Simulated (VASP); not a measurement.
# AlP (rs.b) (F-43m) in VASP: notebook

AlP (rs.b) is run at these levels: r2SCAN; tasks: single point.

Program: VASP 6.6.1. These are calculated values, not measurements. Logs are shortened: lines on timing, memory, paths and dates and some standing lists are left out, and cuts for length are marked.

### Step 1. The cell of the first run

It takes space group F-43m (No. 216, cubic). Conventional cell: a = 5.478 Å, b = 5.478 Å, c = 5.478 Å, α = 90.00°, β = 90.00°, γ = 90.00°. Within 3.1 Å of Al (site symmetry -43m) lie 4 P at 2.37 Å. P (site symmetry -43m) has 4 Al at 2.37 Å within 3.1 Å.

### Step 2. Single point, r2SCAN

Contents of POSCAR:

```
AlP
1.0
    0.0000000000      2.7391971499      2.7391971499
    2.7391971499      0.0000000000      2.7391971499
    2.7391971499      2.7391971499      0.0000000000
Al P
1 1
Direct
    0.0000000000      0.0000000000      0.0000000000
    0.2500000000      0.2500000000      0.2500000000
```

Contents of INCAR.step1:

```
SYSTEM = AlP
PREC     = Accurate       ! precision mode
ENCUT    = 550            ! plane-wave cutoff, eV
ISMEAR   = 0              ! smearing method
SIGMA    = 0.02           ! smearing width, eV
LREAL    = .False.        ! projectors in reciprocal space
LASPH    = .True.         ! aspherical terms in the spheres
NELM     = 120            ! most SCF steps
NBANDS   = 11             ! bands
GGA      = PE             ! functional
ALGO     = Normal         ! electronic algorithm
EDIFF    = 1E-5           ! SCF threshold, eV
LWAVE    = .True.         ! write WAVECAR
LCHARG   = .False.        ! write CHGCAR
GGA_COMPAT= .False.
```

Contents of INCAR.step2:

```
SYSTEM = AlP
PREC     = Accurate       ! precision mode
ENCUT    = 550            ! plane-wave cutoff, eV
EDIFF    = 1E-6           ! SCF threshold, eV
ISMEAR   = 0              ! smearing method
SIGMA    = 0.02           ! smearing width, eV
LREAL    = .False.        ! projectors in reciprocal space
LASPH    = .True.         ! aspherical terms in the spheres
NELM     = 120            ! most SCF steps
ALGO     = Normal         ! electronic algorithm
ISIF     = 2              ! what is computed and relaxed
LWAVE    = .False.        ! write WAVECAR
LCHARG   = .False.        ! write CHGCAR
METAGGA  = R2SCAN         ! meta-GGA
LMIXTAU  = .True.       
NBANDS   = 11             ! bands
ISTART   = 1            
GGA_COMPAT= .False.
```

Contents of KPOINTS:

```
regular mesh
0
Gamma
  8 8 8
  0 0 0
```

Potentials or basis: VASP PAW PBE potentials, release 64 (Al, P).

Command:

```bash
> cat potpaw_PBE.64/Al/POTCAR potpaw_PBE.64/P/POTCAR > POTCAR
> cp INCAR.step1 INCAR
> mpirun -np 1 vasp_std > vasp.out
> cp INCAR.step2 INCAR
> mpirun -np 1 vasp_std > vasp.out
```

OUTCAR:

```text
SYSTEM = AlP
   PREC = Accurate
   ENCUT = 550
   EDIFF = 1E-6
   ISMEAR = 0
   LREAL = .False.
   LASPH = .True.
   NELM = 120
   ISIF = 2
   METAGGA = R2SCAN
   ISTART = 1

 ion  position               nearest neighbor table
   1  0.000  0.000  0.000-   2 2.37   2 2.37   2 2.37   2 2.37
   2  0.250  0.250  0.250-   1 2.37   1 2.37   1 2.37   1 2.37

  LATTYP: Found a face centered cubic cell.
 ALAT       =     5.4783942998

  Lattice vectors:

 A1 = (   0.0000000000,   2.7391971499,   2.7391971499)
 A2 = (   2.7391971499,   0.0000000000,   2.7391971499)
 A3 = (   2.7391971499,   2.7391971499,   0.0000000000)

Analysis of symmetry for initial positions (statically):
=====================================================================
 Subroutine PRICEL returns:
 Original cell was already a primitive cell.

 Routine SETGRP: Setting up the symmetry group for a
 face centered cubic supercell.

 Subroutine GETGRP returns: Found 24 space group operations
 (whereof 24 operations were pure point group operations)
 out of a pool of 48 trial point group operations.

The static configuration has the point symmetry T_d .

Analysis of symmetry for dynamics (positions and initial velocities):
=====================================================================
 Subroutine PRICEL returns:
 Original cell was already a primitive cell.

 Routine SETGRP: Setting up the symmetry group for a
 face centered cubic supercell.

 Subroutine GETGRP returns: Found 24 space group operations
 (whereof 24 operations were pure point group operations)
 out of a pool of 48 trial point group operations.

The dynamic configuration has the point symmetry T_d .

 Subroutine INISYM returns: Found 24 space group operations
 (whereof 24 operations are pure point group operations),
 and found     1 'primitive' translations

----------------------------------------------------------------------------------------

                                     Primitive cell

  volume of cell :      41.1055

  direct lattice vectors                    reciprocal lattice vectors
     0.000000000  2.739197150  2.739197150    -0.182535237  0.182535237  0.182535237
     2.739197150  0.000000000  2.739197150     0.182535237 -0.182535237  0.182535237
     2.739197150  2.739197150  0.000000000     0.182535237  0.182535237 -0.182535237

  length of vectors
     3.873809759  3.873809759  3.873809759     0.316160304  0.316160304  0.316160304

  position of ions in fractional coordinates (direct lattice)
     0.000000000  0.000000000  0.000000000
     0.250000000  0.250000000  0.250000000

  ion indices of the primitive-cell ions
   primitive index   ion index
                 1           1
                 2           2

----------------------------------------------------------------------------------------

 KPOINTS: regular mesh

Automatic generation of k-mesh.
 Grid dimensions read from file:
 generate k-points for:    8    8    8

 Generating k-lattice:

  Cartesian coordinates                     Fractional coordinates (reciprocal lattice)
    -0.022816905  0.022816905  0.022816905     0.125000000  0.000000000  0.000000000
     0.022816905 -0.022816905  0.022816905     0.000000000  0.125000000  0.000000000
     0.022816905  0.022816905 -0.022816905     0.000000000  0.000000000  0.125000000

  Length of vectors
     0.039520038  0.039520038  0.039520038

  Shift w.r.t. Gamma in fractional coordinates (k-lattice)
     0.000000000  0.000000000  0.000000000

 Subroutine IBZKPT returns following result:
 ===========================================

 Found     29 irreducible k-points:

 Following reciprocal coordinates:
            Coordinates               Weight
  0.000000  0.000000  0.000000      1.000000
  0.125000  0.000000  0.000000      8.000000
  0.250000  0.000000  0.000000      8.000000
  0.375000  0.000000  0.000000      8.000000
  0.500000  0.000000  0.000000      4.000000
  0.125000  0.125000  0.000000      6.000000
[... 16 lines left out ...]
  0.500000  0.250000  0.125000     48.000000
 -0.375000  0.250000  0.125000     24.000000
 [... further k-points ...]
   k-points           NKPTS =     29   k-points in BZ     NKDIM =     29   number of bands    NBANDS=     11
   number of dos      NEDOS =    301   number of ions     NIONS =      2
   total plane-waves  NPLWV =  27000
   dimension x,y,z NGX =    30 NGY =   30 NGZ =   30
   dimension x,y,z NGXF=    60 NGYF=   60 NGZF=   60
   ions per type =               1   1
   NGX,Y,Z   is equivalent  to a cutoff of  12.87, 12.87, 12.87 a.u.
   NGXF,Y,Z  is equivalent  to a cutoff of  25.75, 25.75, 25.75 a.u.
 SYSTEM =  AlP
   PREC   = accura    normal or accurate (medium, high low for compatibility)
   ISTART =      1    job   : 0-new  1-cont  2-samecut
   ICHARG =      0    charge: 1-file 2-atom 10-const
   ISPIN  =      1    spin polarized calculation?
   LNONCOLLINEAR =      F non collinear calculations
   LSORBIT =      F    spin-orbit coupling
   LASPH  =      T    aspherical Exc in radial PAW
   ENCUT  =  550.0 eV  40.42 Ry    6.36 a.u.   7.41  7.41  7.41*2*pi/ulx,y,z
   NELM   =    120;   NELMIN=  2; NELMDL=  0     # of ELM steps
   EDIFF  = 0.1E-05   stopping-criterion for ELM
   LREAL  =      F    real-space projection
   EDIFFG = 0.1E-04   stopping-criterion for IOM
   NSW    =      0    number of steps for IOM
   IBRION =     -1    ionic relax: 0-MD 1-quasi-New 2-CG
   NFREE  =      0    steps in history (QN), initial steepest desc. (CG)
   ISIF   =      2    stress and relaxation
   ISYM   =      2    0-nonsym 1-usesym 2-fastsym
   POTIM  = 0.5000    time-step for ionic-motion
   TEBEG  =    0.0;   TEEND  =   0.0 temperature during run
   PSTRESS=    0.0 pullay stress
   NELECT =       8.0000    total number of electrons
   NUPDOWN=      -1.0000    fix difference up-down
   EMIN   =  10.00;   EMAX   =-10.00  energy-range for DOS
   EFERMI =   0.00;   METHOD = LEGACY
   ISMEAR =     0;   SIGMA  =   0.02  broadening in eV -4-tet -1-fermi 0-gaus
   EFERMI_NEDOS =   21; number of points for ismear=-14 and -15
   IALGO  =     38    algorithm
   IMIX   =      4    mixing-type and parameters
     AMIX     =   0.40;   BMIX     =  1.00
     AMIX_MAG =   1.60;   BMIX_MAG =  1.00
  volume/ion in A,a.u.               =      20.55       138.70
  Fermi-wavevector in a.u.,A,eV,Ry     =   0.948720  1.792821 12.246199  0.900070
  Thomas-Fermi vector in A             =   2.076935
   LORBIT       =      0    0 simple, 1 ext, 2 COOP (PROOUT), +10 PAW based schemes
   METAGGA = R2SCAN    functional components
   LHFCALC =     F    Hartree Fock is set to
   AEXX    =    0.0000 exact exchange contribution
   IVDW    =     0    specifies the selected vdW correction
   LEPSILON=     F    determine dielectric tensor
   LRPA    =     F    only Hartree local field effects (RPA)
 non-spin polarized calculation
 Gauss-broadening in eV      SIGMA  =   0.02
  energy-cutoff  :      550.00
  volume of cell :       41.11
 maximum number of plane-waves:      1243
 NGX is ok and might be reduce to    30
   NGX = 15   NGY = 15   NGZ = 15

 number of electron       7.9999999 magnetization

 Free energy of the ion-electron system (eV)
  ---------------------------------------------------
  ext. energy  EPLUGINS =         0.00000000
  ---------------------------------------------------
  free energy    TOTEN  =       -17.20950615 eV

  energy without entropy =      -17.20950615  energy(sigma->0) =      -17.20950615

 E-fermi :   4.4403     XC(G=0):  -9.5909

 val. band max:        4.3151640018   @ k =   0.0000   0.0000   0.0000
 cond. band min:       6.2436605133   @ k =   0.5000   0.5000   0.0000
 fundamental gap:      1.9284965115
 Fermi energy:         4.4403452915

 k-point     1 :       0.0000    0.0000    0.0000
  band No.  band energies     occupation
      1      -7.6149      2.00000
      2       4.3152      2.00000
      3       4.3152      2.00000
      4       4.3152      2.00000
      5       8.2254      0.00000
      6       9.2764      0.00000
      7       9.2764      0.00000
      8       9.2764      0.00000
      9      13.6141      0.00000
     10      13.6141      0.00000
     11      15.4368      0.00000

 k-point     2 :       0.1250    0.0000    0.0000
  band No.  band energies     occupation
      1      -7.4370      2.00000
      2       3.1055      2.00000
      3       4.1645      2.00000
      4       4.1645      2.00000
      5       8.5513      0.00000
      6       9.5706      0.00000
      7       9.5706      0.00000
      8       9.8968      0.00000
      9      13.1364      0.00000
     10      13.1364      0.00000
     11      16.0570      0.00000

 k-point     3 :       0.2500    0.0000    0.0000
  band No.  band energies     occupation
      1      -6.9374      2.00000
      2       1.1094      2.00000
      3       3.8624      2.00000
      4       3.8624      2.00000
      5       8.1252      0.00000
      6       9.8854      0.00000
      7       9.8854      0.00000
      8      11.8513      0.00000
      9      13.1413      0.00000
     10      13.1413      0.00000
     11      15.4362      0.00000

 k-point     4 :       0.3750    0.0000    0.0000
  band No.  band energies     occupation
      1      -6.2698      2.00000
      2      -0.5815      2.00000
      3       3.6185      2.00000
      4       3.6185      2.00000
      5       7.7403      0.00000
      6       9.6843      0.00000
      7       9.6843      0.00000
      8      13.1297      0.00000
      9      14.6082      0.00000
     10      14.6082      0.00000
     11      15.7359      0.00000
[... 239 lines left out ...]
 k-point    22 :       0.3750    0.2500    0.1250
  band No.  band energies     occupation
      1      -6.5149      2.00000
      2       0.7793      2.00000
      3       2.3959      2.00000
      4       3.3873      2.00000
      5       8.5733      0.00000
      6       9.6373      0.00000
      7      10.2123      0.00000
      8      11.6349      0.00000
      9      13.2380      0.00000
     10      15.7754      0.00000
     11      18.0580      0.00000

 k-point    23 :       0.5000    0.2500    0.1250
  band No.  band energies     occupation
      1      -5.9048      2.00000
      2      -0.3658      2.00000
      3       1.8242      2.00000
      4       2.9967      2.00000
      5       8.6780      0.00000
      6       9.5683      0.00000
      7      10.8484      0.00000
      8      11.9427      0.00000
      9      14.4251      0.00000
     10      16.4153      0.00000
     11      17.8816      0.00000

 k-point    24 :      -0.3750    0.2500    0.1250
  band No.  band energies     occupation
      1      -5.5738      2.00000
      2      -0.9390      2.00000
      3       1.6893      2.00000
      4       2.8044      2.00000
      5       8.6719      0.00000
      6       9.2973      0.00000
      7      11.7161      0.00000
      8      12.5627      0.00000
      9      13.9570      0.00000
     10      16.5005      0.00000
     11      17.8118      0.00000

 [... further k-points ...]
[... 5 lines left out ...]
  --------------------------------------------------------------------------------------
  -------------------------------------------------------------------------------------
  Total       -0.0748157     -0.0748157     -0.0748157     -0.0000000      0.0000000     -0.0000000
  in kB       -2.9161054     -2.9161054     -2.9161054     -0.0000000      0.0000000     -0.0000000
  external PRESSURE =      -2.9161054 kB  Pullay stress =       0.0000000 kB

 VOLUME and BASIS-vectors are now :
 -----------------------------------------------------------------------------
  energy-cutoff  :      550.00
  volume of cell :       41.11
      direct lattice vectors                 reciprocal lattice vectors
     0.000000000  2.739197150  2.739197150    -0.182535237  0.182535237  0.182535237
     2.739197150  0.000000000  2.739197150     0.182535237 -0.182535237  0.182535237
     2.739197150  2.739197150  0.000000000     0.182535237  0.182535237 -0.182535237

 POSITION                                       TOTAL-FORCE (eV/Angst)
 -----------------------------------------------------------------------------------
      0.00000      0.00000      0.00000         0.000000      0.000000     -0.000000
      1.36960      1.36960      1.36960        -0.000000     -0.000000      0.000000
 -----------------------------------------------------------------------------------
    total drift:                               -0.000000     -0.000000     -0.000000

  FREE ENERGIE OF THE ION-ELECTRON SYSTEM (eV)
  ---------------------------------------------------
  free  energy   TOTEN  =       -17.2095061459 eV

  energy  without entropy=      -17.2095061459  energy(sigma->0) =      -17.20950615
```

It took 30 s on 1 thread of Intel Xeon 6975P-C (Granite Rapids), shared host; peak memory 0.17 GiB.

What came out:

| Quantity | Value |
| --- | --- |
| Free energy | -17.2095 eV |
| Pressure | -0.3 GPa |
| Band gap on the k mesh | 1.93 eV, indirect (least direct gap 3.91 eV) |

Levels at points of the mesh, in eV from the valence-band top:
```csv
k point,band 1,band 2,band 3,band 4,band 5,band 6,band 7,band 8
"(0.00, 0.00, 0.00)",-11.93,0.00,0.00,0.00,3.91,4.96,4.96,4.96
"(0.50, 0.00, 0.00)",-10.21,-5.63,-0.79,-0.79,3.29,5.22,5.22,8.92
"(0.50, 0.50, 0.00)",-9.53,-5.40,-2.16,-2.16,1.93,2.85,11.90,11.90
```

Caveat: the PAW data sets were made with another functional, which shifts forces and pressure a little. A k mesh can miss the band edges.

### Step 3. Single point, r2SCAN

POSCAR is that of step 2.

Contents of INCAR.step1:

```
PREC = Accurate
ENCUT = 550
ISMEAR = 0
SIGMA = 0.02
LREAL = F
LASPH = T
NELM = 120
NBANDS = 11
GGA = PE
ALGO = Normal
EDIFF = 1E-5
LWAVE = T
LCHARG = F
GGA_COMPAT = F
```

Contents of INCAR.step2:

```
PREC = Accurate
ENCUT = 550
EDIFF = 1E-6
ISMEAR = 0
SIGMA = 0.02
LREAL = F
LASPH = T
NELM = 120
ALGO = Normal
ISIF = 2
LWAVE = F
LCHARG = T
METAGGA = R2SCAN
LMIXTAU = T
LELF = T
LVHAR = T
NBANDS = 11
ISTART = 1
GGA_COMPAT = F
```

Contents of KPOINTS:

```
regular mesh
0
Gamma
  8 8 8
```

Potentials or basis: VASP PAW PBE potentials, release 64 (Al, P).

Command:

```bash
> cat potpaw_PBE.64/Al/POTCAR potpaw_PBE.64/P/POTCAR > POTCAR
> cp INCAR.step1 INCAR
> mpirun -np 1 vasp_std > vasp.out
> cp INCAR.step2 INCAR
> mpirun -np 1 vasp_std > vasp.out
```

Run time: 30 s. Hardware: 1 thread of Intel Xeon 6975P-C (Granite Rapids), shared host; peak memory 0.17 GiB.

It converged, with:

| Item | Value |
| --- | --- |
| Free energy | -17.2095 eV |
| Pressure | -0.3 GPa |
| Band gap on the k mesh | 1.93 eV, indirect (least direct gap 3.91 eV) |

Levels at points of the mesh, in eV from the valence-band top:
```csv
k point,band 1,band 2,band 3,band 4,band 5,band 6,band 7,band 8,band 9
"(0.00, 0.00, 0.00)",-11.93,0.00,0.00,0.00,3.91,4.96,4.96,4.96,9.30
"(0.50, 0.00, 0.00)",-10.21,-5.63,-0.79,-0.79,3.29,5.22,5.22,8.92,12.14
"(0.50, 0.50, 0.00)",-9.53,-5.40,-2.16,-2.16,1.93,2.85,11.90,11.90,12.72
```

Caveat: the PAW data sets were made with another functional, which shifts forces and pressure a little.
